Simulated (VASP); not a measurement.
Input of a VASP 6.6.1 run:

File POSCAR:

```
ScAl7N8
1.0
    3.1605575461     -0.0044506371      5.0180118884
    3.1605575461      0.0044506371     -5.0180118884
   -3.1605575461      5.4832076605     -0.0048611778
Sc Al N
1 7 8
Direct
    0.1639972501      0.1719474562      0.3359447063
    0.1694706481      0.1706634895      0.8342180005
    0.6650884904      0.6651904692      0.3302789596
    0.6635545110      0.6647473524      0.8342180005
    0.0846035943      0.5830311519      0.1629929757
    0.5799618238      0.0783893814      0.1629929757
    0.0819444158      0.5895097098      0.6714541255
    0.5874949268      0.0807026968      0.6681976236
    0.3698985078      0.9655331467      0.3354316546
    0.8609046614      0.4716000958      0.3325047573
    0.3582795691      0.9789044950      0.8325365310
    0.8536320360      0.4742569619      0.8325365310
    0.2806480583      0.4033768680      0.1554217005
    0.2782218142      0.4101421881      0.6883640023
    0.7520448325      0.8747736422      0.1554217005
    0.7782548605      0.8892308950      0.6674857555
```

INCAR.step1

```
SYSTEM = ScAl7N8
PREC = Accurate
ENCUT = 520
ISMEAR = 0
SIGMA = 0.1
LREAL = Auto
LASPH = .TRUE.
NELM = 80
NBANDS = 50
GGA = PE
ALGO = Normal
EDIFF = 1E-4
LWAVE = .TRUE.
LCHARG = .FALSE.
```

INCAR.step2

```
SYSTEM = ScAl7N8
PREC = Accurate
ENCUT = 520
EDIFF = 1E-6
ISMEAR = 0
SIGMA = 0.1
LREAL = Auto
LASPH = .TRUE.
NELM = 80
ALGO = Normal
ISIF = 2
LWAVE = .FALSE.
LCHARG = .TRUE.
METAGGA = R2SCAN
LMIXTAU = .TRUE.
LELF = .TRUE.
LVHAR = .TRUE.
NBANDS = 50
ISTART = 1
```

Contents of KPOINTS:

```
Automatic mesh
0
G
  4 4 4
  0 0 0
```

Potentials or basis: VASP PAW PBE potentials, release 64 (Sc_sv, Al, N).

The run is started by

```sh
$ cat potpaw_PBE.64/Sc_sv/POTCAR potpaw_PBE.64/Al/POTCAR potpaw_PBE.64/N/POTCAR > POTCAR
$ cp INCAR.step1 INCAR
$ mpirun -np 1 vasp_std > vasp.out
$ cp INCAR.step2 INCAR
$ mpirun -np 1 vasp_std > vasp.out
```

Problem. Predict the band gap on the k mesh.

Solution. 4.69 eV.

Problem. Predict the largest force.

Solution. 0.097 eV/Å.

Forces in eV/Å, atoms in the order of the input:
```
Sc   0.000  0.008 -0.013
Al   0.002 -0.002  0.009
Al   0.000  0.000 -0.003
Al  -0.002 -0.002  0.009
Al  -0.002  0.006  0.009
Al   0.002  0.006  0.009
Al   0.000 -0.010  0.009
Al   0.000 -0.003  0.004
N    0.000 -0.001  0.069
N    0.000 -0.002 -0.016
N   -0.003  0.000 -0.002
N    0.003  0.000 -0.002
N    0.082 -0.044 -0.028
N    0.000  0.088 -0.026
N   -0.082 -0.044 -0.028
N    0.000 -0.001 -0.001
```

Caveat: the PAW data sets were made with another functional, which shifts forces and pressure a little. A k mesh can miss the band edges.
